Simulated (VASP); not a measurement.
# YHg2 (P6/mmm) in VASP: a series of runs

Runs on YHg2. Level: LDA. Tasks: relaxation of cell and atoms, relaxation of shape and atoms at fixed volume.

Everything below comes from runs of VASP 6.6.1. Logs are shortened: lines on timing, memory, paths and dates and some standing lists are left out, and cuts for length are marked.

## Step 1: The cell of the first run

The structure is hexagonal, space group P6/mmm (No. 191). The conventional cell has a = 4.798 Å, b = 4.798 Å, c = 3.335 Å, α = 90.00°, β = 90.00°, γ = 120.00°. Within 4.3 Å of Y (site symmetry 6/mmm) lie 12 Hg at 3.23 Å and 2 Y at 3.34 Å. Hg (site symmetry -6m2) has 5 Hg at 2.77 to 3.34 Å and 6 Y at 3.23 Å within 3.7 Å.

## Step 2: Relaxation of cell and atoms, LDA

File INCAR:

```
SYSTEM = YHg2
PREC = Accurate
ENCUT = 600
EDIFF = 1E-7
ISMEAR = -1
SIGMA = 0.15
LREAL = .False.
LASPH = .True.
NELM = 80
ALGO = Fast
ISIF = 3
LWAVE = .False.
LCHARG = .False.
GGA = CA
IBRION = 2
NSW = 80
EDIFFG = -0.001
```

File KPOINTS:

```
Automatic mesh
0
Gamma
  12 12 12
  0 0 0
```

File POSCAR:

```
YHg2
1.0
    4.7976600542      0.0000000000      0.0000000000
   -2.3988300271      4.1548954856      0.0000000000
    0.0000000000      0.0000000000      3.3354340684
Y Hg
1 2
Direct
    0.0000000000      0.0000000000      0.0000000000
    0.3333333333      0.6666666667      0.5000000000
    0.6666666667      0.3333333333      0.5000000000
```

Potentials or basis: VASP PAW LDA potentials, release 64 (Y_sv, Hg).

Run with:

```sh
> cat potpaw_LDA.64/Y_sv/POTCAR potpaw_LDA.64/Hg/POTCAR > POTCAR
> mpirun -np 1 vasp_std > vasp.out
```

OUTCAR:

```text
SYSTEM = YHg2
   PREC = Accurate
   ENCUT = 600
   EDIFF = 1E-7
   ISMEAR = -1
   LREAL = .False.
   LASPH = .True.
   NELM = 80
   ISIF = 3
   GGA = CA
   IBRION = 2
   NSW = 80
   EDIFFG = -0.001

 ion  position               nearest neighbor table
   1  0.000  0.000  0.000-   2 3.23   3 3.23   2 3.23   3 3.23   2 3.23   2 3.23   3 3.23   3 3.23
                             3 3.23   3 3.23   2 3.23   2 3.23
   2  0.333  0.667  0.500-   3 2.77   3 2.77   3 2.77   1 3.23   1 3.23   1 3.23   1 3.23   1 3.23
                             1 3.23
   3  0.667  0.333  0.500-   2 2.77   2 2.77   2 2.77   1 3.23   1 3.23   1 3.23   1 3.23   1 3.23
                             1 3.23

  LATTYP: Found a hexagonal cell.
 ALAT       =     4.7976600542
 C/A-ratio  =     0.6952210100

  Lattice vectors:

 A1 = (   4.7976600542,   0.0000000000,   0.0000000000)
 A2 = (  -2.3988300271,   4.1548954856,   0.0000000000)
 A3 = (   0.0000000000,   0.0000000000,   3.3354340684)

Analysis of symmetry for initial positions (statically):
=====================================================================
 Subroutine PRICEL returns:
 Original cell was already a primitive cell.

 Routine SETGRP: Setting up the symmetry group for a
 hexagonal supercell.

 Subroutine GETGRP returns: Found 24 space group operations
 (whereof 24 operations were pure point group operations)
 out of a pool of 24 trial point group operations.

The static configuration has the point symmetry D_6h.

Analysis of symmetry for dynamics (positions and initial velocities):
=====================================================================
 Subroutine PRICEL returns:
 Original cell was already a primitive cell.

 Routine SETGRP: Setting up the symmetry group for a
 hexagonal supercell.

 Subroutine GETGRP returns: Found 24 space group operations
 (whereof 24 operations were pure point group operations)
 out of a pool of 24 trial point group operations.

The dynamic configuration has the point symmetry D_6h.

 Subroutine INISYM returns: Found 24 space group operations
 (whereof 24 operations are pure point group operations),
 and found     1 'primitive' translations

----------------------------------------------------------------------------------------

                                     Primitive cell

  volume of cell :      66.4878

  direct lattice vectors                    reciprocal lattice vectors
     4.797660054  0.000000000  0.000000000     0.208434943  0.120339970  0.000000000
[... 99 lines left out ...]
   NELECT =      35.0000    total number of electrons
   NUPDOWN=      -1.0000    fix difference up-down
   EMIN   =  10.00;   EMAX   =-10.00  energy-range for DOS
   EFERMI =   0.00;   METHOD = LEGACY
   ISMEAR =    -1;   SIGMA  =   0.15  broadening in eV -4-tet -1-fermi 0-gaus
   EFERMI_NEDOS =   21; number of points for ismear=-14 and -15
   IALGO  =     68    algorithm
   IMIX   =      4    mixing-type and parameters
     AMIX     =   0.40;   BMIX     =  1.00
     AMIX_MAG =   1.60;   BMIX_MAG =  1.00
  volume/ion in A,a.u.               =      22.16       149.56
  Fermi-wavevector in a.u.,A,eV,Ry     =   1.321854  2.497942 23.773437  1.747298
  Thomas-Fermi vector in A             =   2.451578
   LORBIT       =      0    0 simple, 1 ext, 2 COOP (PROOUT), +10 PAW based schemes
   GGA     = CA    functional components
   LHFCALC =     F    Hartree Fock is set to
   AEXX    =    0.0000 exact exchange contribution
   IVDW    =     0    specifies the selected vdW correction
   LEPSILON=     F    determine dielectric tensor
   LRPA    =     F    only Hartree local field effects (RPA)
 conjugate gradient relaxation of ions
 non-spin polarized calculation
 RMM-DIIS sequential band-by-band and
  energy-cutoff  :      600.00
  volume of cell :       66.49
 maximum number of plane-waves:      2258
 NGX is ok and might be reduce to    40
   NGX = 19   NGY = 19   NGZ = 13

--------------------------------------- Ionic step        1  -------------------------------------------

 number of electron      35.0000000 magnetization

 Free energy of the ion-electron system (eV)
  ---------------------------------------------------
  ext. energy  EPLUGINS =         0.00000000
  ---------------------------------------------------
  free energy    TOTEN  =       -10.70010491 eV

  energy without entropy =      -10.56958298  energy(sigma->0) =      -10.63484395

------------------------ aborting loop because EDIFF is reached ----------------------------------------

  FORCE on cell =-STRESS in cart. coord.  units (eV):
  Direction    XX          YY          ZZ          XY          YZ          ZX
  --------------------------------------------------------------------------------------
  -------------------------------------------------------------------------------------
  Total        0.4163170      0.4163170      0.3327023      0.0000000      0.0000000      0.0000000
  in kB       10.0321210     10.0321210      8.0172326      0.0000000      0.0000000      0.0000000
  external PRESSURE =       9.3604915 kB  Pullay stress =       0.0000000 kB
[... 135 lines left out ...]
--------------------------------------- Ionic step        5  -------------------------------------------

 number of electron      35.0000002 magnetization

 Free energy of the ion-electron system (eV)
  ---------------------------------------------------
  ext. energy  EPLUGINS =         0.00000000
  ---------------------------------------------------
  free energy    TOTEN  =       -10.70214537 eV

  energy without entropy =      -10.57013381  energy(sigma->0) =      -10.63613959

 E-fermi :   4.2152     XC(G=0): -11.4011

 val. band max:        4.2142339591   @ k =   0.4167   0.0833   0.0000
 cond. band min:       4.2230385627   @ k =   0.2500   0.0833   0.0833
 fundamental gap:      0.0088046036
 Fermi energy:         4.2152008006

 k-point     1 :       0.0000    0.0000    0.0000
  band No.  band energies     occupation
      1     -38.5991      2.00000
      2     -18.7498      2.00000
      3     -18.7498      2.00000
      4     -18.4360      2.00000
      5      -5.1993      2.00000
      6      -4.1667      2.00000
[... 565 lines left out ...]
     20       6.6203      0.00000
     21       6.9997      0.00000

 [... further k-points ...]

------------------------ aborting loop because EDIFF is reached ----------------------------------------

  FORCE on cell =-STRESS in cart. coord.  units (eV):
  Direction    XX          YY          ZZ          XY          YZ          ZX
  --------------------------------------------------------------------------------------
  -------------------------------------------------------------------------------------
  Total       -0.0017503     -0.0017503     -0.0008298      0.0000000      0.0000000      0.0000000
  in kB       -0.0417184     -0.0417184     -0.0197781      0.0000000      0.0000000      0.0000000
  external PRESSURE =      -0.0344049 kB  Pullay stress =       0.0000000 kB
[... 18 lines left out ...]
  FREE ENERGIE OF THE ION-ELECTRON SYSTEM (eV)
  ---------------------------------------------------
  free  energy   TOTEN  =       -10.7021453690 eV

  energy  without entropy=      -10.5701338146  energy(sigma->0) =      -10.63613959

 reached required accuracy - stopping structural energy minimisation
```

CONTCAR:

```text
YHg2
   1.00000000000000
     4.8108354488128464   -0.0000000000000000    0.0000000000000000
    -2.4054177244064232    4.1663057120391249    0.0000000000000000
     0.0000000000000000   -0.0000000000000000    3.3537676502579830
  Y               Hg
     1     2
Direct
     0.0000000000000000    0.0000000000000000    0.0000000000000000
     0.3333333332999970    0.6666666667000030    0.5000000000000000
     0.6666666667000030    0.3333333332999970    0.5000000000000000

  0.00000000E+00  0.00000000E+00  0.00000000E+00
  0.00000000E+00  0.00000000E+00  0.00000000E+00
  0.00000000E+00  0.00000000E+00  0.00000000E+00
```

Run time: 8 min. Hardware: 1 thread of Intel Xeon 6975P-C (Granite Rapids), shared host; peak memory 0.39 GiB.

What came out:

* Free energy: -10.7021 eV
* Relaxed volume: 22.41 Å³/atom
* Relaxed cell: a = 4.811 Å, b = 4.811 Å, c = 3.354 Å, α = 90.00°, β = 90.00°, γ = 120.00°
* Space group after relaxing (to 0.1 Å): P6/mmm (No. 191)
* Energy gained by relaxing: 0.7 meV/atom
* Ionic steps: 5
* Pressure after relaxing: 0.0 GPa
* Band gap on the k mesh: zero (an odd number of electrons rules out a gap without spin polarisation)

Step by step:
```csv
step,energy change (eV),largest force (eV/Å),pressure (GPa),volume (Å³)
1,0.0000,0.0000,0.94,66.49
2,-0.0004,0.0000,-0.77,67.74
3,-0.0019,0.0000,0.01,67.15
4,-0.0020,0.0000,0.00,67.18
5,-0.0020,0.0000,0.00,67.22
```

Final structure:
```
CELL_PARAMETERS angstrom
4.81084 0.00000 0.00000
-2.40542 4.16631 0.00000
0.00000 0.00000 3.35377
ATOMIC_POSITIONS crystal
Y 0.00000 0.00000 0.00000
Hg 0.33333 0.66667 0.50000
Hg 0.66667 0.33333 0.50000
```

Caveat: spin-orbit coupling is left out, which moves the levels of the heavy elements.

## Step 3: Relaxation of shape and atoms at fixed volume, LDA (22.69 Å³/atom)

This run uses another cell than the first one, of 22.69 Å³/atom.

File INCAR:

```
ALGO = Fast
EDIFF = 1E-6
EDIFFG = -0.001
ENCUT = 600
IBRION = 2
ISIF = 4
ISMEAR = -1
LASPH = T
LCHARG = F
LREAL = F
LWAVE = F
NELM = 60
NSW = 80
PREC = Accurate
SIGMA = 0.15
```

File KPOINTS:

```
k-points
0
Gamma
  12 12 12
```

File POSCAR:

```
YHg2
1.0
    4.8219772630      0.0000000000      0.0000000000
   -2.4109886315      4.1759548062      0.0000000000
    0.0000000000      0.0000000000      3.3797300865
Y Hg
1 2
Direct
    0.0000000000      0.0000000000      0.0000000000
    0.3333333333      0.6666666667      0.5000000000
    0.6666666667      0.3333333333      0.5000000000
```

Potentials or basis: VASP PAW LDA potentials, release 64 (Y_sv, Hg).

Run with:

```sh
> cat potpaw_LDA.64/Y_sv/POTCAR potpaw_LDA.64/Hg/POTCAR > POTCAR
> mpirun -np 1 vasp_std > vasp.out
```

It took 2.9 min on 1 thread of Intel Xeon 6975P-C (Granite Rapids), shared host; peak memory 0.38 GiB.

The run converged. Its results:

```
Free energy               : -10.6999 eV
Energy gained by relaxing : 0.0 meV/atom
Ionic steps               : 3
Pressure after relaxing   : -0.9 GPa
Band gap on the k mesh    : zero (an odd number of electrons rules out a gap without spin polarisation)
```

Final structure:
```
Y Hg
1.0
     4.82055    0.00000    0.00000
    -2.41027    4.17472    0.00000
     0.00000    0.00000    3.38174
Y Hg
1 2
Cartesian
  -2.4103 4.1747 0.0000
  0.0000 2.7831 1.6909
  2.4103 1.3916 1.6909
```

Levels at points of the mesh, in eV from the Fermi level:
```tsv
k point	band 14	band 15	band 16	band 17	band 18	band 19	band 20	band 21
(0.00, 0.00, 0.00)	-6.83	-6.83	-1.07	-1.07	-0.24	0.27	3.58	3.58
(0.50, 0.00, 0.00)	-6.66	-5.96	-5.51	-0.71	-0.52	1.47	1.98	2.63
(0.00, 0.00, 0.50)	-6.29	-4.95	-3.60	0.96	0.96	2.45	2.45	2.94
(0.50, 0.00, 0.50)	-6.29	-4.48	-2.95	-1.48	-0.86	-0.82	2.82	3.00
```

Caveat: spin-orbit coupling is left out, which moves the levels of the heavy elements.
